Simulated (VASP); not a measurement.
Set up this calculation in VASP 6.6.1, as the native input.

| Quantity | Value |
| --- | --- |
| Task | single point |
| Functional | r2SCAN |
| Potentials or basis | VASP PAW PBE potentials, release 64 (P) |
| Cutoff | 520 eV |
| k mesh | 12 × 12 × 8 |
| Occupations | gaussian, width 0.01 eV |
| Spin | no spin polarisation |
| Dipole correction | no |
| Further INCAR settings | ALGO = Normal; EDIFF = 1e-06; NBANDS = 18 |

P:

```
P
1.0
     1.64980   -5.50995    0.00000
     1.64980    5.50995    0.00000
     0.00000    0.00000    4.55530
P
4
Cartesian
  1.6498 4.4583 4.1524
  1.6498 -1.0516 2.6805
  1.6498 -4.4583 0.4029
  1.6498 1.0516 1.8748
```

The input as run:

POSCAR

```
P
1.0
    1.6498005241     -5.5099545403      0.0000000000
    1.6498005241      5.5099545403      0.0000000000
    0.0000000000      0.0000000000      4.5552968797
P
4
Direct
    0.0954282148      0.9045717852      0.9115553303
    0.5954282148      0.4045717852      0.5884446697
    0.9045717852      0.0954282148      0.0884446697
    0.4045717852      0.5954282148      0.4115553303
```

INCAR.step1

```
SYSTEM = P
ALGO = Normal ; EDIFF = 1E-4
ENCUT = 520 ; GGA = PE
ISMEAR = 0 ; LASPH = .TRUE.
LCHARG = .FALSE. ; LREAL = .FALSE.
LWAVE = .TRUE. ; NBANDS = 18
NELM = 100 ; PREC = Accurate
SIGMA = 0.01
```

INCAR.step2

```
SYSTEM = P
ALGO = Normal ; EDIFF = 1E-6
ENCUT = 520 ; ISIF = 2
ISMEAR = 0 ; ISTART = 1
LASPH = .TRUE. ; LCHARG = .FALSE.
LMIXTAU = .TRUE. ; LREAL = .FALSE.
LWAVE = .FALSE. ; METAGGA = R2SCAN
NBANDS = 18 ; NELM = 100
PREC = Accurate ; SIGMA = 0.01
```

KPOINTS

```
k-points
0
G
  12 12 8
  0 0 0
```

Potentials or basis: VASP PAW PBE potentials, release 64 (P).

Run with:

```sh
$ cat potpaw_PBE.64/P/POTCAR > POTCAR
$ cp INCAR.step1 INCAR
$ mpirun -np 1 vasp_std > vasp.out
$ cp INCAR.step2 INCAR
$ mpirun -np 1 vasp_std > vasp.out
```

It gave:

| Property | Result |
| --- | --- |
| Pressure | -0.6 GPa |
| Largest force | 0.100 eV/Å |
| Band gap on the k mesh | 0.27 eV |

Caveat: semilocal functionals underestimate gaps, and a narrow one can read as zero; the PAW data sets were made with another functional, which shifts forces and pressure a little.

It took 12 min on 1 thread of Intel(R) Xeon(R) 6975P-C (Granite Rapids), on a shared host, peak memory 0.42 GiB.
